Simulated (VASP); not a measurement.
# SiC: relaxation of the atoms with LDA

Crystal: SiC.

```
Si C
1.0
     0.00000    2.18613    2.14512
     2.18613    0.00000    2.14512
     2.18613    2.18613    0.00000
Si C
1 1
Direct
  0.00000 0.00000 0.00000
  0.25000 0.25000 0.25000
```

This cell differs from its parent crystal: strained cell.

| Property | Result |
| --- | --- |
| Program | VASP 6.6.1 |
| Task | relaxation of the atoms |
| Functional | LDA |
| Potentials or basis | VASP PAW LDA potentials, release 64 (Si, C) |
| Cutoff | 520 eV |
| k mesh | 10 × 10 × 10 |
| Occupations | gaussian, width 0.02 eV |
| Spin | no spin polarisation |
| Dipole correction | no |
| Further INCAR settings | ALGO = Normal; EDIFF = 1e-07; IBRION = 2; EDIFFG = -0.002; NSW = 60 |

| Quantity | Value |
| --- | --- |
| Pressure after relaxing | -2.1 GPa |
| Band gap on the k mesh | 1.10 eV (least direct gap 4.48 eV) |

Stress tensor (GPa, compression positive):
```
-3.66  0.00  0.00
 0.00 -3.66  0.00
 0.00  0.00  1.08
```

Final structure:
```
Si C
1.0
     0.00000    2.18613    2.14512
     2.18613    0.00000    2.14512
     2.18613    2.18613    0.00000
Si C
1 1
Cartesian
  0.0000 0.0000 0.0000
  1.0931 1.0931 1.0726
```

Levels at points of the mesh, in eV from the valence-band top:
```csv
k point,band 1,band 2,band 3,band 4,band 5,band 6,band 7,band 8
"(0.00, 0.00, 0.00)",-15.47,-0.12,-0.12,0.00,6.31,7.14,7.19,7.19
"(0.50, 0.00, 0.00)",-11.82,-8.69,-1.25,-1.03,5.36,6.94,7.26,9.89
"(0.50, 0.50, 0.00)",-10.22,-7.77,-3.43,-3.43,1.10,3.92,13.79,13.79
"(0.50, 0.00, 0.50)",-10.38,-8.00,-3.24,-3.21,1.27,4.25,13.58,14.16
```

Wall time 5.7 s on 1 thread of Intel(R) Xeon(R) 6975P-C (Granite Rapids), on a shared host, peak memory 0.13 GiB.

Caveat: the cell differs from its parent crystal (strained cell); the relaxation stopped at its first step, so nothing moved. A k mesh can miss the band edges.
